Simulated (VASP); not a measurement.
# AlN (I-4m2) in VASP: a series of runs, part 2 of 2

VASP 6.6.1.

## Step 3: Single point, r2SCAN

This run uses another cell than the first one, of the same volume but with other edges.

File POSCAR:

```
AlN
1.0
    0.0000000000      1.9458150144      2.7513824303
    1.9458150144      0.0000000000      2.7513824303
    1.9458150144      1.9458150144      0.0000000000
Al N
1 1
Direct
    0.0000000000      0.0000000000      0.0000000000
    0.7500000000      0.7500000000      0.7500000000
```

File INCAR.step1:

```
SYSTEM = AlN
ALGO = Normal
EDIFF = 1E-4
ENCUT = 520
GGA = PE
ISMEAR = 0
LASPH = .True.
LCHARG = .False.
LREAL = .False.
LWAVE = .True.
NBANDS = 11
NELM = 80
PREC = Accurate
SIGMA = 0.05
```

File INCAR.step2:

```
SYSTEM = AlN
ALGO = Normal
EDIFF = 1E-7
ENCUT = 520
ISIF = 2
ISMEAR = 0
ISTART = 1
LASPH = .True.
LCHARG = .False.
LMIXTAU = .True.
LREAL = .False.
LWAVE = .False.
METAGGA = R2SCAN
NBANDS = 11
NELM = 80
PREC = Accurate
SIGMA = 0.05
```

File KPOINTS:

```
k-points
0
Gamma
  10 10 10
  0 0 0
```

Potentials or basis: VASP PAW PBE potentials, release 64 (Al, N).

Command:

```
cat potpaw_PBE.64/Al/POTCAR potpaw_PBE.64/N/POTCAR > POTCAR
cp INCAR.step1 INCAR
mpirun -np 1 vasp_std > vasp.out
cp INCAR.step2 INCAR
mpirun -np 1 vasp_std > vasp.out
```

OUTCAR:

```text
SYSTEM = AlN
   EDIFF = 1E-7
   ENCUT = 520
   ISIF = 2
   ISMEAR = 0
   ISTART = 1
   LASPH = .True.
   LREAL = .False.
   METAGGA = R2SCAN
   NELM = 80
   PREC = Accurate

 ion  position               nearest neighbor table
   1  0.000  0.000  0.000-   2 1.95   2 1.95   2 1.95   2 1.95
   2  0.750  0.750  0.750-   1 1.95   1 1.95   1 1.95   1 1.95

  LATTYP: Found a body centered tetragonal cell.
 ALAT       =     2.7517979832
 C/A-ratio  =     1.9996979772

  Lattice vectors:

 A1 = (  -1.9458150144,   0.0000000000,   2.7513824303)
 A2 = (   1.9458150144,   0.0000000000,   2.7513824303)
 A3 = (   0.0000000000,   1.9458150144,  -2.7513824303)

Analysis of symmetry for initial positions (statically):
=====================================================================
 Subroutine PRICEL returns:
 Original cell was already a primitive cell.

 Routine SETGRP: Setting up the symmetry group for a
 body centered tetragonal supercell.

 Subroutine GETGRP returns: Found  8 space group operations
 (whereof  8 operations were pure point group operations)
 out of a pool of 16 trial point group operations.

The static configuration has the point symmetry D_2d.

Analysis of symmetry for dynamics (positions and initial velocities):
=====================================================================
 Subroutine PRICEL returns:
 Original cell was already a primitive cell.

 Routine SETGRP: Setting up the symmetry group for a
 body centered tetragonal supercell.

 Subroutine GETGRP returns: Found  8 space group operations
 (whereof  8 operations were pure point group operations)
 out of a pool of 16 trial point group operations.

The dynamic configuration has the point symmetry D_2d.

 Subroutine INISYM returns: Found  8 space group operations
 (whereof  8 operations are pure point group operations),
 and found     1 'primitive' translations

----------------------------------------------------------------------------------------

                                     Primitive cell

  volume of cell :      20.8345

  direct lattice vectors                    reciprocal lattice vectors
     0.000000000  1.945815014  2.751382430    -0.256961734  0.256961734  0.181726827
     1.945815014  0.000000000  2.751382430     0.256961734 -0.256961734  0.181726827
     1.945815014  1.945815014  0.000000000     0.256961734  0.256961734 -0.181726827

  length of vectors
     3.369911178  3.369911178  2.751797983     0.406304449  0.406304449  0.406304449

  position of ions in fractional coordinates (direct lattice)
     0.000000000  0.000000000  0.000000000
     0.750000000  0.750000000  0.750000000

  ion indices of the primitive-cell ions
   primitive index   ion index
                 1           1
                 2           2

----------------------------------------------------------------------------------------

 KPOINTS: k-points

Automatic generation of k-mesh.
 Grid dimensions read from file:
 generate k-points for:   10   10   10

 Generating k-lattice:

  Cartesian coordinates                     Fractional coordinates (reciprocal lattice)
    -0.025696173  0.025696173  0.018172683     0.100000000  0.000000000  0.000000000
     0.025696173 -0.025696173  0.018172683     0.000000000  0.100000000  0.000000000
     0.025696173  0.025696173 -0.018172683     0.000000000  0.000000000  0.100000000

  Length of vectors
     0.040630445  0.040630445  0.040630445

  Shift w.r.t. Gamma in fractional coordinates (k-lattice)
     0.000000000  0.000000000  0.000000000

 Subroutine IBZKPT returns following result:
 ===========================================

 Found    102 irreducible k-points:

 Following reciprocal coordinates:
            Coordinates               Weight
  0.000000  0.000000  0.000000      1.000000
  0.100000 -0.000000  0.000000      8.000000
  0.200000 -0.000000  0.000000      8.000000
  0.300000  0.000000  0.000000      8.000000
  0.400000  0.000000  0.000000      8.000000
  0.500000  0.000000  0.000000      4.000000
[... 16 lines left out ...]
  0.300000  0.300000  0.000000      2.000000
  0.400000  0.300000  0.000000      8.000000
 [... further k-points ...]
   k-points           NKPTS =    102   k-points in BZ     NKDIM =    102   number of bands    NBANDS=     11
   number of dos      NEDOS =    301   number of ions     NIONS =      2
   total plane-waves  NPLWV =  15680
   dimension x,y,z NGX =    28 NGY =   28 NGZ =   20
   dimension x,y,z NGXF=    56 NGYF=   56 NGZF=   40
   ions per type =               1   1
   NGX,Y,Z   is equivalent  to a cutoff of  13.81, 13.81, 12.08 a.u.
   NGXF,Y,Z  is equivalent  to a cutoff of  27.63, 27.63, 24.17 a.u.
 SYSTEM =  AlN
   PREC   = accura    normal or accurate (medium, high low for compatibility)
   ISTART =      1    job   : 0-new  1-cont  2-samecut
   ICHARG =      0    charge: 1-file 2-atom 10-const
   ISPIN  =      1    spin polarized calculation?
   LNONCOLLINEAR =      F non collinear calculations
   LSORBIT =      F    spin-orbit coupling
   LASPH  =      T    aspherical Exc in radial PAW
   ENCUT  =  520.0 eV  38.22 Ry    6.18 a.u.   6.27  6.27  5.12*2*pi/ulx,y,z
   NELM   =     80;   NELMIN=  2; NELMDL=  0     # of ELM steps
   EDIFF  = 0.1E-06   stopping-criterion for ELM
   LREAL  =      F    real-space projection
   EDIFFG = 0.1E-05   stopping-criterion for IOM
   NSW    =      0    number of steps for IOM
   IBRION =     -1    ionic relax: 0-MD 1-quasi-New 2-CG
   NFREE  =      0    steps in history (QN), initial steepest desc. (CG)
   ISIF   =      2    stress and relaxation
   ISYM   =      2    0-nonsym 1-usesym 2-fastsym
   POTIM  = 0.5000    time-step for ionic-motion
   TEBEG  =    0.0;   TEEND  =   0.0 temperature during run
   PSTRESS=    0.0 pullay stress
   NELECT =       8.0000    total number of electrons
   NUPDOWN=      -1.0000    fix difference up-down
   EMIN   =  10.00;   EMAX   =-10.00  energy-range for DOS
   EFERMI =   0.00;   METHOD = LEGACY
   ISMEAR =     0;   SIGMA  =   0.05  broadening in eV -4-tet -1-fermi 0-gaus
   EFERMI_NEDOS =   21; number of points for ismear=-14 and -15
   IALGO  =     38    algorithm
   IMIX   =      4    mixing-type and parameters
     AMIX     =   0.40;   BMIX     =  1.00
     AMIX_MAG =   1.60;   BMIX_MAG =  1.00
  volume/ion in A,a.u.               =      10.42        70.30
  Fermi-wavevector in a.u.,A,eV,Ry     =   1.189899  2.248583 19.263943  1.415860
  Thomas-Fermi vector in A             =   2.325996
   LORBIT       =      0    0 simple, 1 ext, 2 COOP (PROOUT), +10 PAW based schemes
   METAGGA = R2SCAN    functional components
   LHFCALC =     F    Hartree Fock is set to
   AEXX    =    0.0000 exact exchange contribution
   IVDW    =     0    specifies the selected vdW correction
   LEPSILON=     F    determine dielectric tensor
   LRPA    =     F    only Hartree local field effects (RPA)
 non-spin polarized calculation
 Gauss-broadening in eV      SIGMA  =   0.05
  energy-cutoff  :      520.00
  volume of cell :       20.83
 maximum number of plane-waves:       576
 NGX is ok and might be reduce to    28

 number of electron       8.0000000 magnetization

 Free energy of the ion-electron system (eV)
  ---------------------------------------------------
  ext. energy  EPLUGINS =         0.00000000
  ---------------------------------------------------
  free energy    TOTEN  =       -17.77382269 eV

  energy without entropy =      -17.77382269  energy(sigma->0) =      -17.77382269

 E-fermi :   7.8880     XC(G=0): -11.5219

 val. band max:        7.5964387167   @ k =  -0.2000   0.2000   0.0000
 cond. band min:       9.2349507462   @ k =   0.0000   0.0000   0.0000
 fundamental gap:      1.6385120295
 Fermi energy:         7.8879804331

 k-point     1 :       0.0000    0.0000    0.0000
  band No.  band energies     occupation
      1      -9.7263      2.00000
      2       4.4387      2.00000
      3       7.2026      2.00000
      4       7.2026      2.00000
      5       9.2350      0.00000
      6      18.0389      0.00000
      7      18.8130      0.00000
      8      19.7637      0.00000
      9      19.7638      0.00000
     10      22.6374      0.00000
     11      29.1338      0.00000
[... 309 lines left out ...]
 k-point    24 :       0.4000    0.3000    0.0000
  band No.  band energies     occupation
      1      -8.3575      2.00000
      2      -0.1407      2.00000
      3       5.8585      2.00000
      4       6.6981      2.00000
      5      13.0891      0.00000
      6      14.8240      0.00000
      7      19.8186      0.00000
      8      22.8169      0.00000
      9      22.8368      0.00000
     10      28.1133      0.00000
     11      30.1257      0.00000

 [... further k-points ...]
[... 5 lines left out ...]
  --------------------------------------------------------------------------------------
  -------------------------------------------------------------------------------------
  Total        4.3665273      4.3665273    -10.5923159      0.0000000      0.0000000      0.0000000
  in kB      335.7860930    335.7860930   -814.5494412      0.0000000      0.0000000      0.0000000
  external PRESSURE =     -47.6590851 kB  Pullay stress =       0.0000000 kB

 VOLUME and BASIS-vectors are now :
 -----------------------------------------------------------------------------
  energy-cutoff  :      520.00
  volume of cell :       20.83
      direct lattice vectors                 reciprocal lattice vectors
     0.000000000  1.945815014  2.751382430    -0.256961734  0.256961734  0.181726827
     1.945815014  0.000000000  2.751382430     0.256961734 -0.256961734  0.181726827
     1.945815014  1.945815014  0.000000000     0.256961734  0.256961734 -0.181726827

 POSITION                                       TOTAL-FORCE (eV/Angst)
 -----------------------------------------------------------------------------------
      0.00000      0.00000      0.00000        -0.000000     -0.000000     -0.000000
      2.91872      2.91872      4.12707         0.000000      0.000000      0.000000
 -----------------------------------------------------------------------------------
    total drift:                                0.001992      0.001992      0.002274

  FREE ENERGIE OF THE ION-ELECTRON SYSTEM (eV)
  ---------------------------------------------------
  free  energy   TOTEN  =       -17.7738226862 eV

  energy  without entropy=      -17.7738226862  energy(sigma->0) =      -17.77382269
```

OUTCAR.step1:

```text
SYSTEM = AlN
   EDIFF = 1E-4
   ENCUT = 520
   GGA = PE
   ISMEAR = 0
   LASPH = .True.
   LREAL = .False.
[... 558 lines left out ...]
      0.00000      0.00000      0.00000         0.000000      0.000000     -0.000000
      2.91872      2.91872      4.12707        -0.000000     -0.000000      0.000000
 -----------------------------------------------------------------------------------
    total drift:                               -0.000000     -0.000000     -0.000000

  FREE ENERGIE OF THE ION-ELECTRON SYSTEM (eV)
  ---------------------------------------------------
  free  energy   TOTEN  =       -13.5509490201 eV

  energy  without entropy=      -13.5509490201  energy(sigma->0) =      -13.55094902
```

OSZICAR.step1:

```text
N       E                     dE             d eps       ncg     rms          rms(c)
DAV:   1     0.112896546042E+02    0.11290E+02   -0.37886E+03  2268   0.606E+02
DAV:   2    -0.150399600934E+02   -0.26330E+02   -0.25405E+02  2689   0.134E+02
DAV:   3    -0.159048520497E+02   -0.86489E+00   -0.86388E+00  2810   0.234E+01
DAV:   4    -0.159090505972E+02   -0.41985E-02   -0.41983E-02  2528   0.174E+00
DAV:   5    -0.159091011508E+02   -0.50554E-04   -0.50553E-04  2729   0.182E-01    0.836E+00
DAV:   6    -0.135714778725E+02    0.23376E+01   -0.11507E+01  2655   0.170E+01    0.271E+00
DAV:   7    -0.135645267323E+02    0.69511E-02   -0.19893E-01  2409   0.364E+00    0.197E+00
DAV:   8    -0.135530601338E+02    0.11467E-01   -0.39160E-02  2505   0.176E+00    0.604E-01
DAV:   9    -0.135509050932E+02    0.21550E-02   -0.66568E-03  2664   0.514E-01    0.205E-01
DAV:  10    -0.135509490201E+02   -0.43927E-04   -0.52238E-04  2484   0.161E-01
   1 F= -.13550949E+02 E0= -.13550949E+02  d E =-.832470E-16
```

It took 84 s on 1 thread of AMD EPYC 9R45 (Zen 5), shared host; peak memory 0.13 GiB.

What came out:

```
Free energy            : -17.7738 eV
Pressure               : -4.8 GPa
Band gap on the k mesh : 1.64 eV, indirect (least direct gap 2.03 eV)
```

Caveat: the PAW data sets were made with another functional, which shifts forces and pressure a little.
